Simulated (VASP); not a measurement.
# B8N7 (a cell with a defect) in VASP: notebook

Runs on B8N7 (a cell with a defect). Level: PBE. Tasks: single point.

Everything below comes from runs of VASP 6.6.1. Logs are shortened: lines on timing, memory, paths and dates and some standing lists are left out, and cuts for length are marked.

## (1) The cell of the first run

The cell holds a defect, 15 atoms: a = 5.098 Å, b = 5.105 Å, c = 5.105 Å, α = 75.56°, β = 60.04°, γ = 60.04°.

## (2) Single point, PBE

File INCAR:

```
ALGO = Normal
EDIFF = 1E-6
ENCUT = 520
GGA = PE
ISIF = 2
ISMEAR = 0
LASPH = True
LCHARG = False
LREAL = Auto
LWAVE = False
NBANDS = 42
NELECT = 56.0
NELM = 60
PREC = Accurate
SIGMA = 0.05
```

File KPOINTS:

```
k-points
0
Gamma
  6 6 6
```

File POSCAR:

```
B8N7
1.0
    0.0000000000      0.0000000000     -5.0982823342
    4.4227374162      0.0000000000     -2.5491411671
    0.0000000000     -4.4227374162     -2.5491411671
B N
8 7
Direct
    0.5757144903      0.1742855097      0.1742855097
    0.0757144903      0.1742855097      0.1742855097
    0.5000000000      0.3257144903      0.6742855097
    0.0000000000      0.3257144903      0.6742855097
    0.5000000000      0.6742855097      0.3257144903
    0.0000000000      0.6742855097      0.3257144903
    0.9242855097      0.8257144903      0.8257144903
    0.4242855097      0.8257144903      0.8257144903
    0.7500000000      0.8126165678      0.1873834322
    0.6873834322      0.3126165678      0.3126165678
    0.1873834322      0.3126165678      0.3126165678
    0.3126165678      0.6873834322      0.6873834322
    0.8126165678      0.6873834322      0.6873834322
    0.2500000000      0.0000000000      1.0000000000
    0.7500000000      0.1873834322      0.8126165678
```

Potentials or basis: VASP PAW PBE potentials, release 64 (B, N).

Run with:

```console
$ cat potpaw_PBE.64/B/POTCAR potpaw_PBE.64/N/POTCAR > POTCAR
$ mpirun -np 1 vasp_std > vasp.out
```

OUTCAR:

```text
EDIFF = 1E-6
   ENCUT = 520
   GGA = PE
   ISIF = 2
   ISMEAR = 0
   LASPH = True
   LREAL = Auto
   NELECT = 56.0
   NELM = 60
   PREC = Accurate

 ion  position               nearest neighbor table
   1  0.576  0.174  0.174-  10 1.54  11 1.54   9 1.60  15 1.60
   2  0.076  0.174  0.174-  14 1.09  11 1.54  10 1.54
   3  0.500  0.326  0.674-  15 1.54  12 1.60  10 1.60
   4  0.000  0.326  0.674-  15 1.54  13 1.60  11 1.60
   5  0.500  0.674  0.326-   9 1.54  10 1.60  12 1.60
   6  0.000  0.674  0.326-   9 1.54  11 1.60  13 1.60
   7  0.924  0.826  0.826-  12 1.54  13 1.54   9 1.60  15 1.60
   8  0.424  0.826  0.826-  14 1.09  13 1.54  12 1.54
   9  0.750  0.813  0.187-   5 1.54   6 1.54   1 1.60   7 1.60
  10  0.687  0.313  0.313-   1 1.54   2 1.54   3 1.60   5 1.60
  11  0.187  0.313  0.313-   1 1.54   2 1.54   4 1.60   6 1.60
  12  0.313  0.687  0.687-   7 1.54   8 1.54   3 1.60   5 1.60
  13  0.813  0.687  0.687-   7 1.54   8 1.54   4 1.60   6 1.60
  14  0.250  0.000  0.000-   2 1.09   8 1.09
  15  0.750  0.187  0.813-   3 1.54   4 1.54   1 1.60   7 1.60

  LATTYP: Found a body centered tetragonal cell.
 ALAT       =     6.2546952368
 C/A-ratio  =     0.8151128298

  Lattice vectors:

 A1 = (   4.4227374162,   0.0000000000,   2.5491411671)
 A2 = (  -4.4227374162,   0.0000000000,   2.5491411671)
 A3 = (   0.0000000000,  -4.4227374162,  -2.5491411671)

Analysis of symmetry for initial positions (statically):
=====================================================================
 Subroutine PRICEL returns:
 Original cell was already a primitive cell.

 Routine SETGRP: Setting up the symmetry group for a
 body centered tetragonal supercell.

 Subroutine GETGRP returns: Found  8 space group operations
 (whereof  4 operations were pure point group operations)
 out of a pool of 16 trial point group operations.

The static configuration has the point symmetry C_2v.
 The point group associated with its full space group is D_2h.

Analysis of symmetry for dynamics (positions and initial velocities):
=====================================================================
 Subroutine PRICEL returns:
 Original cell was already a primitive cell.

 Routine SETGRP: Setting up the symmetry group for a
 body centered tetragonal supercell.

 Subroutine GETGRP returns: Found  8 space group operations
 (whereof  4 operations were pure point group operations)
 out of a pool of 16 trial point group operations.

The dynamic configuration has the point symmetry C_2v.
 The point group associated with its full space group is D_2h.

 Subroutine INISYM returns: Found  8 space group operations
 (whereof  4 operations are pure point group operations),
 and found     1 'primitive' translations

----------------------------------------------------------------------------------------

                                     Primitive cell

  volume of cell :      99.7255

  direct lattice vectors                    reciprocal lattice vectors
     0.000000000  0.000000000 -5.098282334    -0.113052156  0.113052156 -0.196144492
     4.422737416  0.000000000 -2.549141167     0.226104312  0.000000000  0.000000000
     0.000000000 -4.422737416 -2.549141167     0.000000000 -0.226104312  0.000000000

  length of vectors
     5.098282334  5.104774916  5.104774916     0.253049880  0.226104312  0.226104312

  position of ions in fractional coordinates (direct lattice)
     0.575714490  0.174285510  0.174285510
     0.075714490  0.174285510  0.174285510
     0.500000000  0.325714490  0.674285510
     0.000000000  0.325714490  0.674285510
     0.500000000  0.674285510  0.325714490
     0.000000000  0.674285510  0.325714490
     0.924285510  0.825714490  0.825714490
     0.424285510  0.825714490  0.825714490
     0.750000000  0.812616568  0.187383432
     0.687383432  0.312616568  0.312616568
     0.187383432  0.312616568  0.312616568
     0.312616568  0.687383432  0.687383432
     0.812616568  0.687383432  0.687383432
     0.250000000  0.000000000  0.000000000
     0.750000000  0.187383432  0.812616568

  ion indices of the primitive-cell ions
   primitive index   ion index
                 1           1
                 2           2
                 3           3
                 4           4
                 5           5
                 6           6
                 7           7
                 8           8
                 9           9
                10          10
                11          11
                12          12
                13          13
                14          14
                15          15

----------------------------------------------------------------------------------------

 KPOINTS: k-points

Automatic generation of k-mesh.
 Grid dimensions read from file:
 generate k-points for:    6    6    6

 Generating k-lattice:

  Cartesian coordinates                     Fractional coordinates (reciprocal lattice)
    -0.018842026  0.018842026 -0.032690749     0.166666667 -0.000000000 -0.000000000
     0.037684052  0.000000000  0.000000000     0.000000000  0.166666667  0.000000000
     0.000000000 -0.037684052  0.000000000     0.000000000  0.000000000  0.166666667

  Length of vectors
     0.042174980  0.037684052  0.037684052

  Shift w.r.t. Gamma in fractional coordinates (k-lattice)
     0.000000000  0.000000000  0.000000000

 Subroutine IBZKPT returns following result:
 ===========================================

 Found     46 irreducible k-points:

 Following reciprocal coordinates:
            Coordinates               Weight
  0.000000  0.000000  0.000000      1.000000
  0.166667 -0.000000 -0.000000      4.000000
  0.166667  0.166667 -0.000000      4.000000
  0.333333  0.000000  0.000000      4.000000
  0.333333  0.333333  0.000000      4.000000
  0.500000  0.000000  0.000000      2.000000
[... 16 lines left out ...]
  0.333333  0.166667  0.166667      2.000000
  0.500000  0.166667  0.166667      4.000000
 [... further k-points ...]
   k-points           NKPTS =     46   k-points in BZ     NKDIM =     46   number of bands    NBANDS=     42
   number of dos      NEDOS =    301   number of ions     NIONS =     15
   total plane-waves  NPLWV =  64000
   dimension x,y,z NGX =    40 NGY =   40 NGZ =   40
   dimension x,y,z NGXF=    80 NGYF=   80 NGZF=   80
   ions per type =               8   7
   NGX,Y,Z   is equivalent  to a cutoff of  13.04, 13.03, 13.03 a.u.
   NGXF,Y,Z  is equivalent  to a cutoff of  26.09, 26.05, 26.05 a.u.
 SYSTEM =  unknown system
   PREC   = accura    normal or accurate (medium, high low for compatibility)
   ISTART =      0    job   : 0-new  1-cont  2-samecut
   ICHARG =      2    charge: 1-file 2-atom 10-const
   ISPIN  =      1    spin polarized calculation?
   LNONCOLLINEAR =      F non collinear calculations
   LSORBIT =      F    spin-orbit coupling
   LASPH  =      T    aspherical Exc in radial PAW
   ENCUT  =  520.0 eV  38.22 Ry    6.18 a.u.   9.48  9.49  9.49*2*pi/ulx,y,z
   NELM   =     60;   NELMIN=  2; NELMDL= -5     # of ELM steps
   EDIFF  = 0.1E-05   stopping-criterion for ELM
   LREAL  =      T    real-space projection
   EDIFFG = 0.1E-04   stopping-criterion for IOM
   NSW    =      0    number of steps for IOM
   IBRION =     -1    ionic relax: 0-MD 1-quasi-New 2-CG
   NFREE  =      0    steps in history (QN), initial steepest desc. (CG)
   ISIF   =      2    stress and relaxation
   ISYM   =      2    0-nonsym 1-usesym 2-fastsym
   POTIM  = 0.5000    time-step for ionic-motion
   TEBEG  =    0.0;   TEEND  =   0.0 temperature during run
   PSTRESS=    0.0 pullay stress
   NELECT =      56.0000    total number of electrons
   NUPDOWN=      -1.0000    fix difference up-down
   EMIN   =  10.00;   EMAX   =-10.00  energy-range for DOS
   EFERMI =   0.00;   METHOD = LEGACY
   ISMEAR =     0;   SIGMA  =   0.05  broadening in eV -4-tet -1-fermi 0-gaus
   EFERMI_NEDOS =   21; number of points for ismear=-14 and -15
   IALGO  =     38    algorithm
   IMIX   =      4    mixing-type and parameters
     AMIX     =   0.40;   BMIX     =  1.00
     AMIX_MAG =   1.60;   BMIX_MAG =  1.00
  volume/ion in A,a.u.               =       6.65        44.87
  Fermi-wavevector in a.u.,A,eV,Ry     =   1.350627  2.552315 24.819658  1.824193
  Thomas-Fermi vector in A             =   2.478116
   LORBIT       =      0    0 simple, 1 ext, 2 COOP (PROOUT), +10 PAW based schemes
   GGA     = PE    functional components
   LHFCALC =     F    Hartree Fock is set to
   AEXX    =    0.0000 exact exchange contribution
   IVDW    =     0    specifies the selected vdW correction
   LEPSILON=     F    determine dielectric tensor
   LRPA    =     F    only Hartree local field effects (RPA)
 non-spin polarized calculation
 Gauss-broadening in eV      SIGMA  =   0.05
  energy-cutoff  :      520.00
  volume of cell :       99.73
 maximum number of plane-waves:      2710
 NGX is ok and might be reduce to    40
   NGX = 19   NGY = 19   NGZ = 19

 number of electron      56.0000002 magnetization

 Free energy of the ion-electron system (eV)
  ---------------------------------------------------
  ext. energy  EPLUGINS =         0.00000000
  ---------------------------------------------------
  free energy    TOTEN  =      -133.31276800 eV

  energy without entropy =     -133.31128322  energy(sigma->0) =     -133.31202561

 E-fermi :   5.8754     XC(G=0): -11.7453

 val. band max:        5.8489622228   @ k =  -0.1667   0.3333   0.0000
 cond. band min:       5.8951052161   @ k =   0.0000  -0.1667   0.1667
 fundamental gap:      0.0461429933
 Fermi energy:         5.8754245270

 k-point     1 :       0.0000    0.0000    0.0000
  band No.  band energies     occupation
      1     -13.5324      2.00000
      2     -11.4868      2.00000
      3      -9.9299      2.00000
      4      -9.7957      2.00000
      5      -9.3018      2.00000
      6      -8.9075      2.00000
[... 32 lines left out ...]
     39      14.8707      0.00000
     40      15.0018      0.00000

 k-point     2 :       0.1667   -0.0000   -0.0000
  band No.  band energies     occupation
      1     -13.3826      2.00000
      2     -11.5935      2.00000
      3     -10.1006      2.00000
      4      -9.9404      2.00000
      5      -9.1469      2.00000
      6      -8.9500      2.00000
[... 32 lines left out ...]
     39      15.2742      0.00000
     40      15.5206      0.00000

 k-point     3 :       0.1667    0.1667   -0.0000
  band No.  band energies     occupation
      1     -13.3949      2.00000
      2     -11.5324      2.00000
      3     -10.1457      2.00000
      4      -9.7625      2.00000
      5      -9.5937      2.00000
      6      -8.6830      2.00000
[... 853 lines left out ...]
  band No.  band energies     occupation
      1     -13.1861      2.00000
      2     -11.6544      2.00000
      3     -10.4408      2.00000
      4      -9.4708      2.00000
      5      -9.4194      2.00000
      6      -9.1631      2.00000
[... 32 lines left out ...]
     39      15.6660      0.00000
     40      15.9534      0.00000

 k-point    24 :       0.5000    0.1667    0.1667
  band No.  band energies     occupation
      1     -12.8000      2.00000
      2     -11.7920      2.00000
      3     -10.9646      2.00000
      4      -9.8423      2.00000
      5      -9.3881      2.00000
      6      -9.0765      2.00000
[... 32 lines left out ...]
     39      15.9003      0.00000
     40      16.4509      0.00000

 [... further k-points ...]

 [bands above 40 left out]

------------------------ aborting loop because EDIFF is reached ----------------------------------------

  FORCE on cell =-STRESS in cart. coord.  units (eV):
  Direction    XX          YY          ZZ          XY          YZ          ZX
  --------------------------------------------------------------------------------------
  -------------------------------------------------------------------------------------
  Total        0.0640620      0.0640620    -32.7312644    -41.6008324      0.0000000      0.0000000
  in kB        1.0292122      1.0292122   -525.8564083   -668.3537821      0.0000000      0.0000000
  external PRESSURE =    -174.5993280 kB  Pullay stress =       0.0000000 kB

 VOLUME and BASIS-vectors are now :
 -----------------------------------------------------------------------------
  energy-cutoff  :      520.00
  volume of cell :       99.73
      direct lattice vectors                 reciprocal lattice vectors
     0.000000000  0.000000000 -5.098282334    -0.113052156  0.113052156 -0.196144492
     4.422737416  0.000000000 -2.549141167     0.226104312  0.000000000  0.000000000
     0.000000000 -4.422737416 -2.549141167     0.000000000 -0.226104312  0.000000000

 POSITION                                       TOTAL-FORCE (eV/Angst)
 -----------------------------------------------------------------------------------
      0.77082     -0.77082     -3.82371        -0.440166      0.440166     -0.000000
      0.77082     -0.77082     -1.27457        21.930515    -21.930515     -0.000000
      1.44055     -2.98219     -5.09828         2.165486      2.165486     -4.403097
      1.44055     -2.98219     -2.54914         2.165486      2.165486      4.403097
      2.98219     -1.44055     -5.09828        -2.165486     -2.165486     -4.403097
      2.98219     -1.44055     -2.54914        -2.165486     -2.165486      4.403097
      3.65192     -3.65192     -8.92199         0.440166     -0.440166     -0.000000
      3.65192     -3.65192     -6.37285       -21.930515     21.930515      0.000000
      3.59399     -0.82875     -6.37285         0.394024      0.394024     -0.000000
      1.38262     -1.38262     -5.09828         0.972883     -0.972883      2.070576
      1.38262     -1.38262     -2.54914         0.972883     -0.972883     -2.070576
      3.04012     -3.04012     -5.09828        -0.972883      0.972883      2.070576
      3.04012     -3.04012     -7.64742        -0.972883      0.972883     -2.070576
      0.00000      0.00000     -1.27457        -0.000000     -0.000000     -0.000000
      0.82875     -3.59399     -6.37285        -0.394024     -0.394024     -0.000000
 -----------------------------------------------------------------------------------
    total drift:                               -0.000000      0.000000      0.000000

  FREE ENERGIE OF THE ION-ELECTRON SYSTEM (eV)
  ---------------------------------------------------
  free  energy   TOTEN  =      -133.3127679971 eV

  energy  without entropy=     -133.3112832157  energy(sigma->0) =     -133.31202561
```

It took 7 min on 1 thread of Intel Xeon Platinum 8259CL at 2.50GHz (Skylake/Cascade Lake), shared host; peak memory 0.29 GiB.

What came out:

```
Free energy   : -133.3128 eV
Largest force : 31.014 eV/Å
```

Forces in eV/Å, atoms in the order of the input:
```
B    -0.440   0.440   0.000
B    21.931 -21.931   0.000
B     2.165   2.165  -4.403
B     2.165   2.165   4.403
B    -2.165  -2.165  -4.403
B    -2.165  -2.165   4.403
B     0.440  -0.440   0.000
B   -21.931  21.931   0.000
N     0.394   0.394   0.000
N     0.973  -0.973   2.071
N     0.973  -0.973  -2.071
N    -0.973   0.973   2.071
N    -0.973   0.973  -2.071
N     0.000   0.000   0.000
N    -0.394  -0.394   0.000
```

Levels at points of the mesh, in eV from the Fermi level:
```
           k point  band 26  band 27  band 28  band 29  band 30  band 31
(0.00, 0.00, 0.00)    -0.81    -0.79    -0.42    -0.19     2.87     5.17
(0.50, 0.00, 0.00)    -1.42    -1.32    -0.43     0.86     2.48     2.90
(0.50, 0.50, 0.00)    -1.63    -1.59    -0.68     1.34     2.73     2.87
(0.00, 0.50, 0.00)    -1.58    -1.02     0.20     0.20     1.64     3.68
(0.00, 0.50, 0.50)    -2.08    -1.95    -1.32     0.32     2.32     2.43
```

Caveat: the cell carries a net charge on a neutralising background, which shifts energy and pressure; the cell differs from its parent crystal (atoms taken out, atom 14 moved 0.500 of the way to it and +0.000 Å across, host rigid); the cell is charged against a uniform background, so pressure and absolute levels hang on convention.

(Part 1 of 2 ends here.)
